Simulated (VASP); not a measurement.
Input of a VASP 6.6.1 run:

The input INCAR:

```
SYSTEM = Sc
ALGO     = Normal         ! electronic algorithm
EDIFF    = 1E-7           ! SCF threshold, eV
ENCUT    = 520            ! plane-wave cutoff, eV
GGA      = PS             ! functional
ISIF     = 2              ! what is computed and relaxed
ISMEAR   = 0              ! smearing method
LASPH    = .True.         ! aspherical terms in the spheres
LCHARG   = .False.        ! write CHGCAR
LREAL    = .False.        ! projectors in reciprocal space
LWAVE    = .False.        ! write WAVECAR
NBANDS   = 12             ! bands
NELM     = 60             ! most SCF steps
PREC     = Accurate       ! precision mode
SIGMA    = 0.15           ! smearing width, eV
```

File KPOINTS:

```
k-points
0
Gamma
  18 18 18
  0 0 0
```

File POSCAR:

```
Sc
1.0
    0.0000000000      2.1569750000      2.3840250000
    2.1569750000      0.0000000000      2.3840250000
    2.1569750000      2.1569750000      0.0000000000
Sc
1
Direct
    0.0000000000      0.0000000000      0.0000000000
```

Potentials or basis: VASP PAW PBE potentials, release 64 (Sc_sv).

Command:

```sh
$ cat potpaw_PBE.64/Sc_sv/POTCAR > POTCAR
$ mpirun -np 1 vasp_std > vasp.out
```

Question: Estimate the pressure.

Answer: 3.6 GPa.

Stress tensor (GPa, compression positive):
```
4.83 0.00 0.00
0.00 4.83 0.00
0.00 0.00 1.28
```

Caveat: the cell differs from its parent crystal (strain -0.050 along x and y, +0.050 along z); the PAW data sets were made with another functional, which shifts forces and pressure a little.
